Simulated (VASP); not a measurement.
**Cr: relaxation of cell and atoms with PBE**

The system is Cr.

```
Cr
1.0
     0.00000    2.09911    2.09911
     2.09911    0.00000    2.09911
     2.09911    2.09911    0.00000
Cr
2
Direct
  0.87500 0.87500 0.87500
  0.12500 0.12500 0.12500
```

This isn't the form of Cr at room conditions, which is bcc.

```json
{
 "Program": "VASP 6.6.1",
 "Task": "relaxation of cell and atoms",
 "Functional": "PBE",
 "Potentials or basis": "VASP PAW PBE potentials, release 64 (Cr_pv)",
 "Cutoff": "600 eV",
 "k mesh": "15 × 15 × 15",
 "Occupations": "fermi-dirac, width 0.05 eV",
 "Spin": "collinear spin, ferromagnetic start",
 "Starting moments": "[2.0, 2.0] μB",
 "Target pressure": "190 GPa",
 "Dipole correction": "no",
 "Further INCAR settings": "ALGO = Normal; EDIFF = 1e-06; IBRION = 2; EDIFFG = -0.005; NSW = 32; ISIF = 3"
}
```

The relaxed volume is 9.61 Å³/atom and the relaxed cell is a = 3.007 Å, b = 3.007 Å, c = 3.007 Å, α = 60.00°, β = 60.00°, γ = 60.00°. The space group after relaxing (to 0.1 Å) is Fd-3m (No. 227). The energy change on relaxing (the run minimises the enthalpy) is -467.5 meV/atom. The ionic steps are 16 and the pressure after relaxing is 190.0 GPa. The band gap on the k mesh is zero (filled and empty bands overlap). The net moment is 0.00 μB per cell.

The path:
```csv
step,energy change (eV),largest force (eV/Å),pressure (GPa),volume (Å³)
1,0.0000,0.0000,221.98,18.50
2,-4.4223,0.0000,68.54,23.90
3,-1.0349,0.0000,186.60,19.31
4,-0.9382,0.0000,189.90,19.23
5,-0.9206,0.0000,190.48,19.21
6,-0.9219,0.0000,190.45,19.22
7,-0.9256,0.0000,190.27,19.22
8,-0.9257,0.0000,190.33,19.22
9,-0.9259,0.0000,190.32,19.22
10,-0.9262,0.0000,190.31,19.22
11,-0.9269,0.0000,190.28,19.22
12,-0.9283,0.0000,190.21,19.22
13,-0.9311,0.0000,190.10,19.22
14,-0.9366,0.0000,189.87,19.23
15,-0.9335,0.0000,190.12,19.23
16,-0.9350,0.0000,189.98,19.23
```

Final structure:
```yaml
crystal:
  lattice:
    - [0.00000, 2.12632, 2.12632]
    - [2.12632, 0.00000, 2.12632]
    - [2.12632, 2.12632, 0.00000]
  atoms:
    - { symbol: Cr, position: [0.87500, 0.87500, 0.87500] }
    - { symbol: Cr, position: [0.12500, 0.12500, 0.12500] }
```

Levels at points of the mesh, in eV from the Fermi level:
Spin up:
| k point | band 8 | band 9 | band 10 | band 11 | band 12 | band 13 | band 14 | band 15 | band 16 | band 17 |
| --- | --- | --- | --- | --- | --- | --- | --- | --- | --- | --- |
| (0.00, 0.00, 0.00) | -4.19 | -4.19 | -2.21 | -2.21 | -2.21 | 1.50 | 1.50 | 1.50 | 5.27 | 5.27 |
Spin down:
```tsv
k point	band 8	band 9	band 10	band 11	band 12	band 13	band 14	band 15	band 16	band 17
(0.00, 0.00, 0.00)	-4.19	-4.19	-2.21	-2.21	-2.21	1.50	1.50	1.50	5.27	5.27
```

Run time: 7.5 min on 1 thread of Intel(R) Xeon(R) Platinum 8375C CPU @ 2.90GHz (Ice Lake), on a shared host, peak memory 0.2 GiB.

Caveat: the cell is relaxed towards a set pressure, so the run minimises the enthalpy, not the energy; atoms lie so close that the PAW spheres overlap strongly, which falsifies energies and pressures; the moments typed at the start vanished in this run.
